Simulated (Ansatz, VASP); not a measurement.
**Pd in VASP and in Ansatz**

INCAR

```
SYSTEM = Pd
  PREC = Accurate
  ENCUT = 520
  EDIFF = 1E-7
  ISMEAR = -1
  SIGMA = 0.1
  LREAL = .FALSE.
  LASPH = .TRUE.
  NELM = 80
  ALGO = Normal
  ISIF = 2
  LWAVE = .FALSE.
  LCHARG = .TRUE.
  GGA = RE
  LELF = .TRUE.
  LVHAR = .TRUE.
  NBANDS = 28
```

Contents of KPOINTS:

```
Automatic mesh
0
G
  15 15 4
  0 0 0
```

File POSCAR:

```
Pd
1.0
    2.7647327150      0.0000000000      0.0000000000
   -1.3823663575      2.3943287659      0.0000000000
    0.0000000000      0.0000000000      9.1111901454
Pd
4
Direct
    1.0000000000      1.0000000000      0.0000000000
    1.0000000000      1.0000000000      0.5000000000
    0.3333333333      0.6666666667      0.2500000000
    0.6666666667      0.3333333333      0.7500000000
```

Input for Ansatz:

```yaml
crystal:
  lattice:
    - [2.764732715, 0.0, 0.0]
    - [-1.3823663575, 2.3943287659, 0.0]
    - [0.0, 0.0, 9.1111901454]
  atoms:
    - { symbol: Pd, position: [1.0, 1.0, 0.0] }
    - { symbol: Pd, position: [1.0, 1.0, 0.5] }
    - { symbol: Pd, position: [0.3333333333, 0.6666666667, 0.25] }
    - { symbol: Pd, position: [0.6666666667, 0.3333333333, 0.75] }
hamiltonian:
  xc: revpbe
  pseudopotentials:
    kind: paw
    azcp:
      Pd: "pseudopotentials/Pd.paw.azcp"
basis:
  ecutwfc: 420
  fft_grid_basis: typed
kpoints:
  mp_grid: { grid: [15, 15, 4], shift: [0, 0, 0] }
magnetization:
  spin_polarized: false
scf:
  occupations: { method: fermi_dirac, width: 0.1 }
  lower_state_search: "off"
output:
  stress: true
```

Alike in both runs: task single point; functional revPBE; k mesh 15 × 15 × 4; occupations fermi-dirac, width 0.1 eV; no spin polarisation.

|  | VASP | Ansatz |
| --- | --- | --- |
| version | VASP 6.6.1 | Ansatz 0.2.0 |
| potentials or method | VASP PAW PBE potentials, release 64 (Pd), cutoff 520 eV | plane waves (420 eV) with PAW, scalar-relativistic |
| valence electrons in the cell | 40 | 72 |

|  | VASP | Ansatz | Ansatz less VASP |
| --- | --- | --- | --- |
| pressure (GPa) | 6.6 | 6.8 | +0.28 |
| traceless stress, the component that is largest in VASP (GPa) | -0.19 | -0.18 | +0.017 |

VASP's potentials were made for PBE, not for revPBE. VASP's potentials hold 40 valence electrons a cell and Ansatz's 72, so a difference there can come from the potentials and not from the codes.
